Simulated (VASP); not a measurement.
# KCdF3 (P4mm) in VASP: further runs

The runs below take KCdF3 through single point, with LDA.

Everything below comes from runs of VASP 6.6.1. Logs are shortened: lines on timing, memory, paths and dates and some standing lists are left out, and cuts for length are marked.

**1. The cell of the first run**

The structure is tetragonal, space group P4mm (No. 99). The conventional cell has a = 4.382 Å, b = 4.382 Å, c = 4.382 Å, α = 90.00°, β = 90.00°, γ = 90.00°. Within 3.9 Å of K (site symmetry 4mm) lie 12 F at 2.96 to 3.24 Å and 8 Cd at 3.80 Å. Cd (site symmetry 4mm) has 6 F at 1.99 to 2.39 Å within 2.6 Å. Within 2.6 Å of F (site symmetry 4mm) lie 2 Cd at 1.99 to 2.39 Å. Within 3.1 Å of F (site symmetry 2mm) lie 2 Cd at 2.20 Å and 2 K at 2.96 Å and 8 F at 3.10 Å.

**2. Single point, LDA**

The input, INCAR:

```
  ALGO = Normal
  EDIFF = 1E-7
  ENCUT = 520
  ISIF = 2
  ISMEAR = 0
  LASPH = T
  LCHARG = F
  LREAL = F
  LWAVE = F
  NBANDS = 29
  NELM = 100
  PREC = Accurate
  SIGMA = 0.05
```

The input, KPOINTS:

```
k-points
0
Gamma
  6 6 6
```

The input, POSCAR:

```
KCdF3
1.0
    4.3820890200      0.0000000000      0.0000000000
    0.0000000000      4.3820890200      0.0000000000
    0.0000000000      0.0000000000      4.3820890200
K Cd F
1 1 3
Direct
    0.0000000000      0.0000000000      0.0000000000
    0.5000000000      0.5000000000      0.5000000000
    0.0456403325      0.5000000000      0.5000000000
    0.5456403325      0.0000000000      0.5000000000
    0.5456403325      0.5000000000      0.0000000000
```

Potentials or basis: VASP PAW LDA potentials, release 64 (K_sv, Cd, F).

Started as:

```
> cat potpaw_LDA.64/K_sv/POTCAR potpaw_LDA.64/Cd/POTCAR potpaw_LDA.64/F/POTCAR > POTCAR
> mpirun -np 1 vasp_std > vasp.out
```

OUTCAR:

```text
EDIFF = 1E-7
   ENCUT = 520
   ISIF = 2
   ISMEAR = 0
   LASPH = T
   LREAL = F
   NELM = 100
   PREC = Accurate

 ion  position               nearest neighbor table
   1  0.000  0.000  0.000-   2 3.80   2 3.80   2 3.80   2 3.80   2 3.80   2 3.80   2 3.80   2 3.80

   2  0.500  0.500  0.500-   3 1.99   4 2.20   5 2.20   5 2.20   4 2.20   3 2.39   1 3.80   1 3.80
                             1 3.80   1 3.80   1 3.80   1 3.80   1 3.80   1 3.80
   3  0.046  0.500  0.500-   2 1.99   2 2.39
   4  0.546  0.000  0.500-   2 2.20   2 2.20
   5  0.546  0.500  0.000-   2 2.20   2 2.20

  LATTYP: Found a simple cubic cell.
 ALAT       =     4.3820890200

  Lattice vectors:

 A1 = (   4.3820890200,   0.0000000000,   0.0000000000)
 A2 = (   0.0000000000,   4.3820890200,   0.0000000000)
 A3 = (   0.0000000000,   0.0000000000,   4.3820890200)

Analysis of symmetry for initial positions (statically):
=====================================================================
 Subroutine PRICEL returns:
 Original cell was already a primitive cell.

 Routine SETGRP: Setting up the symmetry group for a
 simple cubic supercell.

 Subroutine GETGRP returns: Found  8 space group operations
 (whereof  8 operations were pure point group operations)
 out of a pool of 48 trial point group operations.

The static configuration has the point symmetry C_4v.

Analysis of symmetry for dynamics (positions and initial velocities):
=====================================================================
 Subroutine PRICEL returns:
 Original cell was already a primitive cell.

 Routine SETGRP: Setting up the symmetry group for a
 simple cubic supercell.

 Subroutine GETGRP returns: Found  8 space group operations
 (whereof  8 operations were pure point group operations)
 out of a pool of 48 trial point group operations.

The dynamic configuration has the point symmetry C_4v.

 Subroutine INISYM returns: Found  8 space group operations
 (whereof  8 operations are pure point group operations),
 and found     1 'primitive' translations

----------------------------------------------------------------------------------------

                                     Primitive cell

  volume of cell :      84.1480

  direct lattice vectors                    reciprocal lattice vectors
     4.382089020  0.000000000  0.000000000     0.228201663  0.000000000  0.000000000
     0.000000000  4.382089020  0.000000000     0.000000000  0.228201663  0.000000000
     0.000000000  0.000000000  4.382089020     0.000000000  0.000000000  0.228201663

  length of vectors
     4.382089020  4.382089020  4.382089020     0.228201663  0.228201663  0.228201663

  position of ions in fractional coordinates (direct lattice)
     0.000000000  0.000000000  0.000000000
     0.500000000  0.500000000  0.500000000
     0.045640332  0.500000000  0.500000000
     0.545640332  0.000000000  0.500000000
     0.545640332  0.500000000  0.000000000

  ion indices of the primitive-cell ions
   primitive index   ion index
                 1           1
                 2           2
                 3           3
                 4           4
                 5           5

----------------------------------------------------------------------------------------

 KPOINTS: k-points

Automatic generation of k-mesh.
 Grid dimensions read from file:
 generate k-points for:    6    6    6

 Generating k-lattice:

  Cartesian coordinates                     Fractional coordinates (reciprocal lattice)
     0.038033610  0.000000000  0.000000000     0.166666667  0.000000000  0.000000000
     0.000000000  0.038033610  0.000000000     0.000000000  0.166666667  0.000000000
     0.000000000  0.000000000  0.038033610     0.000000000  0.000000000  0.166666667

  Length of vectors
     0.038033610  0.038033610  0.038033610

  Shift w.r.t. Gamma in fractional coordinates (k-lattice)
     0.000000000  0.000000000  0.000000000

 Subroutine IBZKPT returns following result:
 ===========================================

 Found     40 irreducible k-points:

 Following reciprocal coordinates:
            Coordinates               Weight
  0.000000  0.000000  0.000000      1.000000
  0.166667  0.000000  0.000000      2.000000
  0.000000  0.166667  0.000000      4.000000
  0.333333  0.000000  0.000000      2.000000
  0.000000  0.333333  0.000000      4.000000
  0.500000  0.000000  0.000000      1.000000
[... 16 lines left out ...]
  0.166667  0.166667  0.166667      8.000000
  0.333333  0.166667  0.166667      8.000000
 [... further k-points ...]
   k-points           NKPTS =     40   k-points in BZ     NKDIM =     40   number of bands    NBANDS=     29
   number of dos      NEDOS =    301   number of ions     NIONS =      5
   total plane-waves  NPLWV =  46656
   dimension x,y,z NGX =    36 NGY =   36 NGZ =   36
   dimension x,y,z NGXF=    72 NGYF=   72 NGZF=   72
   ions per type =               1   1   3
   NGX,Y,Z   is equivalent  to a cutoff of  13.66, 13.66, 13.66 a.u.
   NGXF,Y,Z  is equivalent  to a cutoff of  27.32, 27.32, 27.32 a.u.
 SYSTEM =  unknown system
   PREC   = accura    normal or accurate (medium, high low for compatibility)
   ISTART =      0    job   : 0-new  1-cont  2-samecut
   ICHARG =      2    charge: 1-file 2-atom 10-const
   ISPIN  =      1    spin polarized calculation?
   LNONCOLLINEAR =      F non collinear calculations
   LSORBIT =      F    spin-orbit coupling
   LASPH  =      T    aspherical Exc in radial PAW
   ENCUT  =  520.0 eV  38.22 Ry    6.18 a.u.   8.15  8.15  8.15*2*pi/ulx,y,z
   NELM   =    100;   NELMIN=  2; NELMDL= -5     # of ELM steps
   EDIFF  = 0.1E-06   stopping-criterion for ELM
   LREAL  =      F    real-space projection
   EDIFFG = 0.1E-05   stopping-criterion for IOM
   NSW    =      0    number of steps for IOM
   IBRION =     -1    ionic relax: 0-MD 1-quasi-New 2-CG
   NFREE  =      0    steps in history (QN), initial steepest desc. (CG)
   ISIF   =      2    stress and relaxation
   ISYM   =      2    0-nonsym 1-usesym 2-fastsym
   POTIM  = 0.5000    time-step for ionic-motion
   TEBEG  =    0.0;   TEEND  =   0.0 temperature during run
   PSTRESS=    0.0 pullay stress
   NELECT =      42.0000    total number of electrons
   NUPDOWN=      -1.0000    fix difference up-down
   EMIN   =  10.00;   EMAX   =-10.00  energy-range for DOS
   EFERMI =   0.00;   METHOD = LEGACY
   ISMEAR =     0;   SIGMA  =   0.05  broadening in eV -4-tet -1-fermi 0-gaus
   EFERMI_NEDOS =   21; number of points for ismear=-14 and -15
   IALGO  =     38    algorithm
   IMIX   =      4    mixing-type and parameters
     AMIX     =   0.40;   BMIX     =  1.00
     AMIX_MAG =   1.60;   BMIX_MAG =  1.00
  volume/ion in A,a.u.               =      16.83       113.57
  Fermi-wavevector in a.u.,A,eV,Ry     =   1.298604  2.454006 22.944488  1.686372
  Thomas-Fermi vector in A             =   2.429922
   LORBIT       =      0    0 simple, 1 ext, 2 COOP (PROOUT), +10 PAW based schemes
   GGA     = CA    functional components
   LHFCALC =     F    Hartree Fock is set to
   AEXX    =    0.0000 exact exchange contribution
   IVDW    =     0    specifies the selected vdW correction
   LEPSILON=     F    determine dielectric tensor
   LRPA    =     F    only Hartree local field effects (RPA)
 non-spin polarized calculation
 Gauss-broadening in eV      SIGMA  =   0.05
  energy-cutoff  :      520.00
  volume of cell :       84.15
 maximum number of plane-waves:      2301
 NGX is ok and might be reduce to    36
   NGX = 17   NGY = 17   NGZ = 17

 number of electron      41.9999970 magnetization

 Free energy of the ion-electron system (eV)
  ---------------------------------------------------
  ext. energy  EPLUGINS =         0.00000000
  ---------------------------------------------------
  free energy    TOTEN  =       -21.45978109 eV

  energy without entropy =      -21.45978109  energy(sigma->0) =      -21.45978109

 E-fermi :  -1.5910     XC(G=0):  -9.6973

 val. band max:       -1.8268692040   @ k =   0.5000   0.5000   0.5000
 cond. band min:       0.9960675426   @ k =   0.0000   0.0000   0.0000
 fundamental gap:      2.8229367466
 Fermi energy:        -1.5909682144

 k-point     1 :       0.0000    0.0000    0.0000
  band No.  band energies     occupation
      1     -28.9989      2.00000
      2     -22.5154      2.00000
      3     -22.1886      2.00000
      4     -22.0639      2.00000
      5     -12.7019      2.00000
      6     -12.7019      2.00000
[... 21 lines left out ...]
     28       8.3707      0.00000
     29      10.0962      0.00000

 k-point     2 :       0.1667    0.0000    0.0000
  band No.  band energies     occupation
      1     -28.9974      2.00000
      2     -22.4832      2.00000
      3     -22.2014      2.00000
      4     -22.0628      2.00000
      5     -12.7034      2.00000
      6     -12.6982      2.00000
[... 21 lines left out ...]
     28       8.4102      0.00000
     29      10.2417      0.00000

 k-point     3 :       0.0000    0.1667    0.0000
  band No.  band energies     occupation
      1     -28.9973      2.00000
      2     -22.5033      2.00000
      3     -22.1782      2.00000
      4     -22.0670      2.00000
      5     -12.7067      2.00000
      6     -12.6981      2.00000
[... 21 lines left out ...]
     28       8.4161      0.00000
     29      10.0826      0.00000

 k-point     4 :       0.3333    0.0000    0.0000
  band No.  band energies     occupation
      1     -28.9943      2.00000
      2     -22.4041      2.00000
      3     -22.2421      2.00000
      4     -22.0606      2.00000
      5     -12.7137      2.00000
      6     -12.6907      2.00000
[... 597 lines left out ...]
     28       8.9137      0.00000
     29       9.0935      0.00000

 k-point    23 :       0.1667    0.1667    0.1667
  band No.  band energies     occupation
      1     -28.9944      2.00000
      2     -22.4598      2.00000
      3     -22.1788      2.00000
      4     -22.0692      2.00000
      5     -12.7112      2.00000
      6     -12.7111      2.00000
[... 21 lines left out ...]
     28       8.3843      0.00000
     29      10.1070      0.00000

 k-point    24 :       0.3333    0.1667    0.1667
  band No.  band energies     occupation
      1     -28.9916      2.00000
      2     -22.3859      2.00000
      3     -22.2107      2.00000
      4     -22.0668      2.00000
      5     -12.7266      2.00000
      6     -12.7098      2.00000
[... 21 lines left out ...]
     28       8.5192      0.00000
     29       9.7995      0.00000

 [... further k-points ...]

------------------------ aborting loop because EDIFF is reached ----------------------------------------

  FORCE on cell =-STRESS in cart. coord.  units (eV):
  Direction    XX          YY          ZZ          XY          YZ          ZX
  --------------------------------------------------------------------------------------
  -------------------------------------------------------------------------------------
  Total        1.2414792     -1.6036689     -1.6036689      0.0000000      0.0000000     -0.0000000
  in kB       23.6377663    -30.5338597    -30.5338597      0.0000000      0.0000000     -0.0000000
  external PRESSURE =     -12.4766510 kB  Pullay stress =       0.0000000 kB

 VOLUME and BASIS-vectors are now :
 -----------------------------------------------------------------------------
  energy-cutoff  :      520.00
  volume of cell :       84.15
      direct lattice vectors                 reciprocal lattice vectors
     4.382089020  0.000000000  0.000000000     0.228201663  0.000000000  0.000000000
     0.000000000  4.382089020  0.000000000     0.000000000  0.228201663  0.000000000
     0.000000000  0.000000000  4.382089020     0.000000000  0.000000000  0.228201663

 POSITION                                       TOTAL-FORCE (eV/Angst)
 -----------------------------------------------------------------------------------
      0.00000      0.00000      0.00000        -0.144913     -0.000000      0.000000
      2.19104      2.19104      2.19104         2.356267     -0.000000      0.000000
      0.20000      2.19104      2.19104        -2.399430      0.000000     -0.000000
      2.39104      0.00000      2.19104         0.094038     -0.000000      0.000000
      2.39104      2.19104      0.00000         0.094038     -0.000000     -0.000000
 -----------------------------------------------------------------------------------
    total drift:                                0.003243      0.000000     -0.000004

  FREE ENERGIE OF THE ION-ELECTRON SYSTEM (eV)
  ---------------------------------------------------
  free  energy   TOTEN  =       -21.4597810885 eV

  energy  without entropy=      -21.4597810885  energy(sigma->0) =      -21.45978109
```

Run time: 2.6 min. Hardware: 1 thread of Intel Xeon 8259CL, shared host; peak memory 0.23 GiB.

What came out:

```yaml
Free_energy: -21.4598 eV
Pressure: -1.2 GPa
Largest_force: 2.399 eV/Å
Band_gap_on_the_k_mesh: 2.82 eV (least direct gap 4.41 eV)
```

Forces in eV/Å, atoms in the order of the input:
```
K   -0.145  0.000  0.000
Cd   2.356  0.000  0.000
F   -2.399  0.000  0.000
F    0.094  0.000  0.000
F    0.094  0.000  0.000
```

Levels at points of the mesh, in eV from the valence-band top:
```tsv
k point	band 17	band 18	band 19	band 20	band 21	band 22	band 23	band 24	band 25	band 26
(0.00, 0.00, 0.00)	-1.84	-1.77	-1.73	-1.73	-1.58	2.82	8.02	8.03	8.25	10.19
(0.50, 0.00, 0.00)	-1.82	-1.82	-1.65	-1.65	-1.55	5.37	6.65	8.78	9.84	9.84
(0.00, 0.50, 0.00)	-1.81	-1.77	-1.66	-1.62	-1.61	5.38	6.62	8.75	9.59	9.81
(0.50, 0.50, 0.00)	-1.98	-1.70	-1.68	-1.49	-0.01	6.72	8.25	8.37	8.68	10.29
(0.00, 0.50, 0.50)	-2.05	-1.69	-1.69	-1.41	-0.07	6.75	8.33	8.33	8.53	10.38
(0.50, 0.50, 0.50)	-1.48	-1.48	-1.40	-0.07	0.00	7.49	7.49	7.57	8.60	9.73
```

Caveat: the cell differs from its parent crystal (all F atoms moved -0.200 Å, as atom 3 towards its neighbour atom 2 (Cd) at 2.191 Å); forces of over 1 eV/Å act on the atoms, so gaps and moduli don't describe the material at rest. A k mesh can miss the band edges.

**3. Single point, LDA**

The input, INCAR:

```
ALGO = Normal ; EDIFF = 1E-6
ENCUT = 520 ; GGA = CA
ISIF = 2 ; ISMEAR = 0
LASPH = T ; LCHARG = F
LREAL = F ; LWAVE = F
NBANDS = 29 ; NELM = 100
PREC = Accurate ; SIGMA = 0.05
```

KPOINTS is that of step 2.

The input, POSCAR:

```
KCdF3
1.0
    4.3820890200      0.0000000000      0.0000000000
    0.0000000000      4.3820890200      0.0000000000
    0.0000000000      0.0000000000      4.3820890200
K Cd F
1 1 3
Direct
    0.0000000000      0.0000000000      0.0000000000
    0.5000000000      0.5000000000      0.5000000000
   -0.0342302494      0.5000000000      0.5000000000
    0.4657697506      0.0000000000      0.5000000000
    0.4657697506      0.5000000000      0.0000000000
```

Potentials or basis: VASP PAW LDA potentials, release 64 (K_sv, Cd, F).

Started as:

```
> cat potpaw_LDA.64/K_sv/POTCAR potpaw_LDA.64/Cd/POTCAR potpaw_LDA.64/F/POTCAR > POTCAR
> mpirun -np 1 vasp_std > vasp.out
```

Run time: 2.1 min. Hardware: 1 thread of Intel Xeon 8259CL, shared host; peak memory 0.23 GiB.

Results (log left out):

| Quantity | Value |
| --- | --- |
| Free energy | -21.5517 eV |
| Pressure | -2.0 GPa |
| Largest force | 1.638 eV/Å |
| Band gap on the k mesh | 2.81 eV (least direct gap 4.48 eV) |

Forces on the atoms (eV/Å):
```
K    0.111  0.000  0.000
Cd  -1.603  0.000  0.000
F    1.638  0.000  0.000
F   -0.073  0.000  0.000
F   -0.073  0.000  0.000
```

Stress tensor (GPa, compression positive):
```
-0.02  0.00  0.00
 0.00 -3.00  0.00
 0.00  0.00 -3.00
```

Levels at points of the mesh, in eV from the valence-band top:
| k point | band 18 | band 19 | band 20 | band 21 | band 22 | band 23 | band 24 | band 25 |
| --- | --- | --- | --- | --- | --- | --- | --- | --- |
| (0.00, 0.00, 0.00) | -1.80 | -1.75 | -1.75 | -1.67 | 2.81 | 8.01 | 8.01 | 8.28 |
| (0.50, 0.00, 0.00) | -1.84 | -1.65 | -1.65 | -1.64 | 5.38 | 6.65 | 8.76 | 9.82 |
| (0.00, 0.50, 0.00) | -1.79 | -1.72 | -1.63 | -1.62 | 5.38 | 6.63 | 8.74 | 9.67 |
| (0.50, 0.50, 0.00) | -1.70 | -1.68 | -1.46 | -0.01 | 6.74 | 8.29 | 8.37 | 8.65 |
| (0.00, 0.50, 0.50) | -1.69 | -1.69 | -1.42 | -0.04 | 6.76 | 8.34 | 8.34 | 8.56 |
| (0.50, 0.50, 0.50) | -1.46 | -1.41 | -0.04 | 0.00 | 7.48 | 7.48 | 7.53 | 8.63 |

Caveat: the cell differs from its parent crystal (all F atoms moved +0.150 Å, as atom 3 towards its neighbour atom 2 (Cd) at 2.191 Å); forces of over 1 eV/Å act on the atoms, so gaps and moduli don't describe the material at rest. A k mesh can miss the band edges.

(Part 1 of 2 ends here.)
